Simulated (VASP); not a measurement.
A run of VASP 6.6.1:

File INCAR:

```
SYSTEM = Mg
  ALGO = Normal
  EDIFF = 1E-7
  ENCUT = 520
  GGA = PS
  ISIF = 2
  ISMEAR = -1
  LASPH = .TRUE.
  LCHARG = .FALSE.
  LREAL = .FALSE.
  LWAVE = .FALSE.
  NBANDS = 12
  NELM = 100
  PREC = Accurate
  SIGMA = 0.05
```

The input KPOINTS:

```
k-points
0
G
  10 10 3
  0 0 0
```

Contents of POSCAR:

```
Mg
1.0
    3.1652125892      0.0000000000      0.0000000000
   -1.5826062946      2.7411545106      0.0000000000
    0.0000000000      0.0000000000     10.4462304971
Mg
4
Direct
    0.6666666667      0.3333333333      0.7500000000
    0.0000000000      0.0000000000      0.5000000000
    0.3333333333      0.6666666667      0.2500000000
    0.0000000000      0.0000000000      0.0000000000
```

Potentials or basis: VASP PAW PBE potentials, release 64 (Mg).

The run is started by

```bash
$ cat potpaw_PBE.64/Mg/POTCAR > POTCAR
$ mpirun -np 1 vasp_std > vasp.out
```

Hardware: 1 thread of Intel Xeon 8259CL (shared host).

Problem. Estimate the wall time of this run.

Solution. It took 36 s on 1 thread of Intel Xeon 8259CL, on a shared host, peak memory 0.2 GiB. Counts: scf iterations 10, k points 28.
